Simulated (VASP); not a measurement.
# V (Im-3m) in VASP: further runs

Runs on V. Level: r2SCAN. Tasks: single point.

Everything below comes from runs of VASP 6.6.1. Logs are shortened: lines on timing, memory, paths and dates and some standing lists are left out, and cuts for length are marked.

## 1. The cell of the first run

The structure is cubic, space group Im-3m (No. 229). Conventional cell: a = 3.026 Å, b = 3.026 Å, c = 3.026 Å, α = 90.00°, β = 90.00°, γ = 90.00°. Within 3.5 Å of V (site symmetry m-3m) lie 14 V at 2.62 to 3.03 Å.

## 2. Single point, r2SCAN, collinear spin, ferromagnetic start

POSCAR

```
V
1.0
   -1.5130000000      1.5130000000      1.5130000000
    1.5130000000     -1.5130000000      1.5130000000
    1.5130000000      1.5130000000     -1.5130000000
V
1
Direct
    0.0000000000      0.0000000000      0.0000000000
```

INCAR.step1

```
PREC = Accurate
ENCUT = 520
ISMEAR = -1
SIGMA = 0.1
LREAL = F
LASPH = T
NELM = 150
ISPIN = 2
MAGMOM = 0.36
NUPDOWN = 0.36
LMAXMIX = 4
NBANDS = 16
GGA = PE
ALGO = Normal
EDIFF = 1E-4
LWAVE = T
LCHARG = F
```

INCAR.step2

```
PREC = Accurate
ENCUT = 520
EDIFF = 1E-6
ISMEAR = -1
SIGMA = 0.1
LREAL = F
LASPH = T
NELM = 150
ALGO = Normal
ISIF = 2
LWAVE = F
LCHARG = F
ISPIN = 2
MAGMOM = 0.36
LORBIT = 11
NUPDOWN = 0.36
LMAXMIX = 4
METAGGA = R2SCAN
LMIXTAU = T
NBANDS = 16
ISTART = 1
```

KPOINTS

```
regular mesh
0
Gamma
  12 12 12
```

Potentials or basis: VASP PAW PBE potentials, release 64 (V_sv).

Run with:

```
$ cat potpaw_PBE.64/V_sv/POTCAR > POTCAR
$ cp INCAR.step1 INCAR
$ mpirun -np 1 vasp_std > vasp.out
$ cp INCAR.step2 INCAR
$ mpirun -np 1 vasp_std > vasp.out
```

OUTCAR:

```text
PREC = Accurate
   ENCUT = 520
   EDIFF = 1E-6
   ISMEAR = -1
   LREAL = F
   LASPH = T
   NELM = 150
   ISIF = 2
   ISPIN = 2
   LORBIT = 11
   NUPDOWN = 0.36
   METAGGA = R2SCAN
   ISTART = 1

 ion  position               nearest neighbor table
   1  0.000  0.000  0.000-

  LATTYP: Found a body centered cubic cell.
 ALAT       =     3.0260000000

  Lattice vectors:

 A1 = (  -1.5130000000,   1.5130000000,   1.5130000000)
 A2 = (   1.5130000000,  -1.5130000000,   1.5130000000)
 A3 = (   1.5130000000,   1.5130000000,  -1.5130000000)

Analysis of symmetry for initial positions (statically):
=====================================================================
 Subroutine PRICEL returns:
 Original cell was already a primitive cell.

 Routine SETGRP: Setting up the symmetry group for a
 body centered cubic supercell.

 Subroutine GETGRP returns: Found 48 space group operations
[... 9 lines left out ...]

 Routine SETGRP: Setting up the symmetry group for a
 body centered cubic supercell.

 Subroutine GETGRP returns: Found 48 space group operations
 (whereof 48 operations were pure point group operations)
 out of a pool of 48 trial point group operations.

The dynamic configuration has the point symmetry O_h .

Analysis of structural, dynamic, and magnetic symmetry:
=====================================================================
 Subroutine PRICEL returns:
 Original cell was already a primitive cell.

 Routine SETGRP: Setting up the symmetry group for a
 body centered cubic supercell.

 Subroutine GETGRP returns: Found 48 space group operations
 (whereof 48 operations were pure point group operations)
 out of a pool of 48 trial point group operations.

The overall configuration has the point symmetry O_h .

 Subroutine INISYM returns: Found 48 space group operations
[... 5 lines left out ...]
                                     Primitive cell

  volume of cell :      13.8541

  direct lattice vectors                    reciprocal lattice vectors
    -1.513000000  1.513000000  1.513000000     0.000000000  0.330469266  0.330469266
     1.513000000 -1.513000000  1.513000000     0.330469266  0.000000000  0.330469266
     1.513000000  1.513000000 -1.513000000     0.330469266  0.330469266  0.000000000

  length of vectors
     2.620592872  2.620592872  2.620592872     0.467354118  0.467354118  0.467354118

  position of ions in fractional coordinates (direct lattice)
     0.000000000  0.000000000  0.000000000

  ion indices of the primitive-cell ions
   primitive index   ion index
                 1           1

----------------------------------------------------------------------------------------

 KPOINTS: regular mesh

Automatic generation of k-mesh.
 Grid dimensions read from file:
 generate k-points for:   12   12   12

 Generating k-lattice:

  Cartesian coordinates                     Fractional coordinates (reciprocal lattice)
     0.000000000  0.027539106  0.027539106     0.083333333  0.000000000  0.000000000
     0.027539106  0.000000000  0.027539106     0.000000000  0.083333333  0.000000000
     0.027539106  0.027539106  0.000000000     0.000000000  0.000000000  0.083333333

  Length of vectors
     0.038946177  0.038946177  0.038946177

  Shift w.r.t. Gamma in fractional coordinates (k-lattice)
     0.000000000  0.000000000  0.000000000

 Subroutine IBZKPT returns following result:
 ===========================================

 Found     72 irreducible k-points:

 Following reciprocal coordinates:
            Coordinates               Weight
  0.000000  0.000000  0.000000      1.000000
  0.083333  0.000000  0.000000     12.000000
  0.166667  0.000000  0.000000     12.000000
  0.250000  0.000000  0.000000     12.000000
  0.333333  0.000000  0.000000     12.000000
  0.416667  0.000000  0.000000     12.000000
[... 16 lines left out ...]
  0.333333  0.083333  0.083333     24.000000
  0.416667  0.083333  0.083333     12.000000
 [... further k-points ...]
   k-points           NKPTS =     72   k-points in BZ     NKDIM =     72   number of bands    NBANDS=     16
   number of dos      NEDOS =    301   number of ions     NIONS =      1
   total plane-waves  NPLWV =   8000
   dimension x,y,z NGX =    20 NGY =   20 NGZ =   20
   dimension x,y,z NGXF=    40 NGYF=   40 NGZF=   40
   ions per type =               1
   NGX,Y,Z   is equivalent  to a cutoff of  12.69, 12.69, 12.69 a.u.
   NGXF,Y,Z  is equivalent  to a cutoff of  25.38, 25.38, 25.38 a.u.
 SYSTEM =  unknown system
   PREC   = accura    normal or accurate (medium, high low for compatibility)
   ISTART =      1    job   : 0-new  1-cont  2-samecut
   ICHARG =      0    charge: 1-file 2-atom 10-const
   ISPIN  =      2    spin polarized calculation?
   LNONCOLLINEAR =      F non collinear calculations
   LSORBIT =      F    spin-orbit coupling
   LASPH  =      T    aspherical Exc in radial PAW
   ENCUT  =  520.0 eV  38.22 Ry    6.18 a.u.   4.87  4.87  4.87*2*pi/ulx,y,z
   NELM   =    150;   NELMIN=  2; NELMDL=  0     # of ELM steps
   EDIFF  = 0.1E-05   stopping-criterion for ELM
   LREAL  =      F    real-space projection
   EDIFFG = 0.1E-04   stopping-criterion for IOM
   NSW    =      0    number of steps for IOM
   IBRION =     -1    ionic relax: 0-MD 1-quasi-New 2-CG
   NFREE  =      0    steps in history (QN), initial steepest desc. (CG)
   ISIF   =      2    stress and relaxation
   ISYM   =      2    0-nonsym 1-usesym 2-fastsym
   POTIM  = 0.5000    time-step for ionic-motion
   TEBEG  =    0.0;   TEEND  =   0.0 temperature during run
   PSTRESS=    0.0 pullay stress
   NELECT =      13.0000    total number of electrons
   NUPDOWN=       0.3600    fix difference up-down
   EMIN   =  10.00;   EMAX   =-10.00  energy-range for DOS
   EFERMI =   0.00;   METHOD = LEGACY
   ISMEAR =    -1;   SIGMA  =   0.10  broadening in eV -4-tet -1-fermi 0-gaus
   EFERMI_NEDOS =   21; number of points for ismear=-14 and -15
   IALGO  =     38    algorithm
   IMIX   =      4    mixing-type and parameters
     AMIX     =   0.40;   BMIX     =  1.00
     AMIX_MAG =   1.60;   BMIX_MAG =  1.00
  volume/ion in A,a.u.               =      13.85        93.49
  Fermi-wavevector in a.u.,A,eV,Ry     =   1.602742  3.028744 34.950411  2.568783
  Thomas-Fermi vector in A             =   2.699515
   LORBIT       =     11    0 simple, 1 ext, 2 COOP (PROOUT), +10 PAW based schemes
   METAGGA = R2SCAN    functional components
   LHFCALC =     F    Hartree Fock is set to
   AEXX    =    0.0000 exact exchange contribution
   IVDW    =     0    specifies the selected vdW correction
   LEPSILON=     F    determine dielectric tensor
   LRPA    =     F    only Hartree local field effects (RPA)
 spin polarized calculation
  energy-cutoff  :      520.00
  volume of cell :       13.85
 maximum number of plane-waves:       384
   NGX =  9   NGY =  9   NGZ =  9

 number of electron      12.9999996 magnetization       0.3600000

 Free energy of the ion-electron system (eV)
  ---------------------------------------------------
  ext. energy  EPLUGINS =         0.00000000
  ---------------------------------------------------
  free energy    TOTEN  =       -14.14266388 eV

  energy without entropy =      -14.08868489  energy(sigma->0) =      -14.11567439

 E-fermi :   9.3536     XC(G=0): -13.8928

 val. band max:        9.3354634314   @ k =   0.0833   0.0833   0.0000
 cond. band min:       9.3600109141   @ k =   0.5000   0.5000   0.1667
 fundamental gap:      0.0245474827
 Fermi energy:         9.3511848297

 spin component 1

 k-point     1 :       0.0000    0.0000    0.0000
  band No.  band energies     occupation
      1     -57.2040      1.00000
      2     -29.3996      1.00000
      3     -29.3995      1.00000
      4     -29.3995      1.00000
      5       2.2013      1.00000
      6       9.5342      0.13827
[... 8 lines left out ...]
     15      37.5107      0.00000
     16      41.4832      0.00000

 k-point     2 :       0.0833    0.0000    0.0000
  band No.  band energies     occupation
      1     -57.1917      1.00000
      2     -29.4596      1.00000
      3     -29.4179      1.00000
      4     -29.3999      1.00000
      5       2.4864      1.00000
      6       9.4156      0.34434
[... 8 lines left out ...]
     15      38.0106      0.00000
     16      39.2417      0.00000
[... 387 lines left out ...]
      5       6.3351      1.00000
      6       7.9603      1.00000
[... 8 lines left out ...]
     15      39.0262      0.00000
     16      40.2809      0.00000

 k-point    24 :       0.4167    0.0833    0.0833
  band No.  band energies     occupation
      1     -57.0147      1.00000
      2     -30.2006      1.00000
      3     -29.7077      1.00000
      4     -29.4602      1.00000
      5       6.3691      1.00000
      6       7.8816      1.00000
[... 8 lines left out ...]
     15      39.2530      0.00000
     16      39.6803      0.00000

 [... further k-points ...]

 spin component 2

 k-point     1 :       0.0000    0.0000    0.0000
  band No.  band energies     occupation
      1     -56.8503      1.00000
      2     -29.0460      1.00000
      3     -29.0460      1.00000
      4     -29.0460      1.00000
      5       2.4368      1.00000
      6      10.0674      0.00079
[... 8 lines left out ...]
     15      37.5755      0.00000
     16      41.9580      0.00000

 k-point     2 :       0.0833    0.0000    0.0000
  band No.  band energies     occupation
      1     -56.8381      1.00000
      2     -29.1058      1.00000
      3     -29.0640      1.00000
      4     -29.0465      1.00000
      5       2.7219      1.00000
      6       9.9463      0.00266
[... 8 lines left out ...]
     15      38.1325      0.00000
     16      39.6522      0.00000
[... 387 lines left out ...]
      5       6.6556      1.00000
      6       8.4505      0.99988
[... 8 lines left out ...]
     15      39.3478      0.00000
     16      40.5706      0.00000

 k-point    24 :       0.4167    0.0833    0.0833
  band No.  band energies     occupation
      1     -56.6619      1.00000
      2     -29.8434      1.00000
      3     -29.3505      1.00000
      4     -29.1081      1.00000
      5       6.6984      1.00000
      6       8.3728      0.99994
[... 8 lines left out ...]
     15      39.5621      0.00000
     16      39.9764      0.00000

 [... further k-points ...]
[... 5 lines left out ...]
  --------------------------------------------------------------------------------------
  -------------------------------------------------------------------------------------
  Total       -0.5339559     -0.5339559     -0.5339559      0.0000000     -0.0000000      0.0000000
  in kB      -61.7503166    -61.7503166    -61.7503166      0.0000000     -0.0000000      0.0000000
  external PRESSURE =     -61.7503166 kB  Pullay stress =       0.0000000 kB

 VOLUME and BASIS-vectors are now :
 -----------------------------------------------------------------------------
  energy-cutoff  :      520.00
  volume of cell :       13.85
      direct lattice vectors                 reciprocal lattice vectors
    -1.513000000  1.513000000  1.513000000     0.000000000  0.330469266  0.330469266
     1.513000000 -1.513000000  1.513000000     0.330469266  0.000000000  0.330469266
     1.513000000  1.513000000 -1.513000000     0.330469266  0.330469266  0.000000000

 POSITION                                       TOTAL-FORCE (eV/Angst)
 -----------------------------------------------------------------------------------
      0.00000      0.00000      0.00000         0.000000     -0.000000     -0.000000
 -----------------------------------------------------------------------------------
    total drift:                                0.000000     -0.000000      0.000000

  FREE ENERGIE OF THE ION-ELECTRON SYSTEM (eV)
  ---------------------------------------------------
  free  energy   TOTEN  =       -14.1426638821 eV

  energy  without entropy=      -14.0886848888  energy(sigma->0) =      -14.11567439

 total charge

# of ion       s       p       d       tot
------------------------------------------
    1        2.330   6.228   3.014  11.572

 magnetization (x)

# of ion       s       p       d       tot
------------------------------------------
    1        0.004   0.019   0.284   0.308
```

It took 2.5 min on 1 thread of Intel Xeon 8259CL, shared host; peak memory 0.15 GiB.

What came out:

```yaml
Free_energy: -14.1427 eV
Pressure: -6.2 GPa
Net_moment: 0.36 μB per cell
Site_moments: V +0.31 μB
Valence_electrons_inside_the_program's_atomic_spheres: V 11.57
```

Caveat: the PAW data sets were made with another functional, which shifts forces and pressure a little; the total moment is fixed, so each spin has its own Fermi level.

## 3. Single point, r2SCAN, collinear spin, ferromagnetic start

POSCAR is that of step 2.

INCAR.step1

```
SYSTEM = V
PREC     = Accurate       ! precision mode
ENCUT    = 520            ! plane-wave cutoff, eV
ISMEAR   = -1             ! smearing method
SIGMA    = 0.1            ! smearing width, eV
LREAL    = .FALSE.        ! projectors in reciprocal space
LASPH    = .TRUE.         ! aspherical terms in the spheres
NELM     = 150            ! most SCF steps
ISPIN    = 2              ! spin polarisation
MAGMOM   = 0.72           ! initial moments
NUPDOWN  = 0.72           ! fixed moment
LMAXMIX  = 4              ! l up to which the mixer works
NBANDS   = 16             ! bands
GGA      = PE             ! functional
ALGO     = Normal         ! electronic algorithm
EDIFF    = 1E-4           ! SCF threshold, eV
LWAVE    = .TRUE.         ! write WAVECAR
LCHARG   = .FALSE.        ! write CHGCAR
```

INCAR.step2

```
SYSTEM = V
PREC     = Accurate       ! precision mode
ENCUT    = 520            ! plane-wave cutoff, eV
EDIFF    = 1E-7           ! SCF threshold, eV
ISMEAR   = -1             ! smearing method
SIGMA    = 0.1            ! smearing width, eV
LREAL    = .FALSE.        ! projectors in reciprocal space
LASPH    = .TRUE.         ! aspherical terms in the spheres
NELM     = 150            ! most SCF steps
ALGO     = Normal         ! electronic algorithm
ISIF     = 2              ! what is computed and relaxed
LWAVE    = .FALSE.        ! write WAVECAR
LCHARG   = .FALSE.        ! write CHGCAR
ISPIN    = 2              ! spin polarisation
MAGMOM   = 0.72           ! initial moments
LORBIT   = 11             ! projections on sites
NUPDOWN  = 0.72           ! fixed moment
LMAXMIX  = 4              ! l up to which the mixer works
METAGGA  = R2SCAN         ! meta-GGA
LMIXTAU  = .TRUE.       
NBANDS   = 16             ! bands
ISTART   = 1
```

KPOINTS

```
Automatic mesh
0
G
  12 12 12
  0 0 0
```

Potentials or basis: VASP PAW PBE potentials, release 64 (V_sv).

Run with:

```
$ cat potpaw_PBE.64/V_sv/POTCAR > POTCAR
$ cp INCAR.step1 INCAR
$ mpirun -np 1 vasp_std > vasp.out
$ cp INCAR.step2 INCAR
$ mpirun -np 1 vasp_std > vasp.out
```

OUTCAR:

```text
SYSTEM = V
   PREC = Accurate
   ENCUT = 520
   EDIFF = 1E-7
   ISMEAR = -1
   LREAL = .FALSE.
   LASPH = .TRUE.
   NELM = 150
   ISIF = 2
   ISPIN = 2
   LORBIT = 11
   NUPDOWN = 0.72
   METAGGA = R2SCAN
   ISTART = 1

 ion  position               nearest neighbor table
   1  0.000  0.000  0.000-

  LATTYP: Found a body centered cubic cell.
 ALAT       =     3.0260000000

  Lattice vectors:

 A1 = (  -1.5130000000,   1.5130000000,   1.5130000000)
 A2 = (   1.5130000000,  -1.5130000000,   1.5130000000)
 A3 = (   1.5130000000,   1.5130000000,  -1.5130000000)

[... 1117 lines left out ...]
  -------------------------------------------------------------------------------------
  Total       -0.3624686     -0.3624686     -0.3624686      0.0000000      0.0000000     -0.0000000
  in kB      -41.9183533    -41.9183533    -41.9183533      0.0000000      0.0000000     -0.0000000
  external PRESSURE =     -41.9183533 kB  Pullay stress =       0.0000000 kB

 VOLUME and BASIS-vectors are now :
 -----------------------------------------------------------------------------
  energy-cutoff  :      520.00
  volume of cell :       13.85
      direct lattice vectors                 reciprocal lattice vectors
    -1.513000000  1.513000000  1.513000000     0.000000000  0.330469266  0.330469266
     1.513000000 -1.513000000  1.513000000     0.330469266  0.000000000  0.330469266
     1.513000000  1.513000000 -1.513000000     0.330469266  0.330469266  0.000000000

 POSITION                                       TOTAL-FORCE (eV/Angst)
 -----------------------------------------------------------------------------------
      0.00000      0.00000      0.00000        -0.000000     -0.000000      0.000000
 -----------------------------------------------------------------------------------
    total drift:                                0.000000     -0.000000     -0.000000

  FREE ENERGIE OF THE ION-ELECTRON SYSTEM (eV)
  ---------------------------------------------------
  free  energy   TOTEN  =       -14.1260858663 eV

  energy  without entropy=      -14.0852617444  energy(sigma->0) =      -14.10567381

 total charge

# of ion       s       p       d       tot
------------------------------------------
    1        2.330   6.231   3.012  11.573

 magnetization (x)

# of ion       s       p       d       tot
------------------------------------------
    1        0.008   0.042   0.558   0.609
```

OUTCAR.step1:

```text
SYSTEM = V
   PREC = Accurate
   ENCUT = 520
   ISMEAR = -1
   LREAL = .FALSE.
   LASPH = .TRUE.
[... 1148 lines left out ...]

 POSITION                                       TOTAL-FORCE (eV/Angst)
 -----------------------------------------------------------------------------------
      0.00000      0.00000      0.00000         0.000000     -0.000000     -0.000000
 -----------------------------------------------------------------------------------
    total drift:                                0.000000     -0.000000      0.000000

  FREE ENERGIE OF THE ION-ELECTRON SYSTEM (eV)
  ---------------------------------------------------
  free  energy   TOTEN  =        -8.9608277490 eV

  energy  without entropy=       -8.9189793744  energy(sigma->0) =       -8.93990356
```

Run time: 3.1 min. Hardware: 1 thread of Intel Xeon 8259CL, shared host; peak memory 0.15 GiB.

What came out:

```
Free energy                                           : -14.1261 eV
Pressure                                              : -4.2 GPa
Net moment                                            : 0.72 μB per cell
Site moments                                          : V +0.61 μB
Valence electrons inside the program's atomic spheres : V 11.57
```

Caveat: the PAW data sets were made with another functional, which shifts forces and pressure a little; the total moment is fixed, so each spin has its own Fermi level.

## 4. Single point, r2SCAN, collinear spin, ferromagnetic start

POSCAR is that of step 3.

INCAR.step1

```
ALGO = Normal
EDIFF = 1E-4
ENCUT = 520
GGA = PE
ISMEAR = -1
ISPIN = 2
LASPH = True
LCHARG = False
LMAXMIX = 4
LREAL = False
LWAVE = True
MAGMOM = 1.08
NBANDS = 16
NELM = 150
NUPDOWN = 1.08
PREC = Accurate
SIGMA = 0.1
```

INCAR.step2

```
ALGO = Normal
EDIFF = 1E-6
ENCUT = 520
ISIF = 2
ISMEAR = -1
ISPIN = 2
ISTART = 1
LASPH = True
LCHARG = False
LMAXMIX = 4
LMIXTAU = True
LORBIT = 11
LREAL = False
LWAVE = False
MAGMOM = 1.08
METAGGA = R2SCAN
NBANDS = 16
NELM = 150
NUPDOWN = 1.08
PREC = Accurate
SIGMA = 0.1
```

KPOINTS

```
k-points
0
Gamma
  12 12 12
```

Run with:

```
$ cat potpaw_PBE.64/V_sv/POTCAR > POTCAR
$ cp INCAR.step1 INCAR
$ mpirun -np 1 vasp_std > vasp.out
$ cp INCAR.step2 INCAR
$ mpirun -np 1 vasp_std > vasp.out
```

It took 2.1 min on 1 thread of Intel Xeon 8259CL, shared host; peak memory 0.15 GiB.

It converged, with:

```
Free energy                                           : -14.0432 eV
Pressure                                              : 0.0 GPa
Net moment                                            : 1.08 μB per cell
Site moments                                          : V +0.91 μB
Valence electrons inside the program's atomic spheres : V 11.57
```

Caveat: the PAW data sets were made with another functional, which shifts forces and pressure a little; the total moment is fixed, so each spin has its own Fermi level.

(Continued in part 2 of 2.)
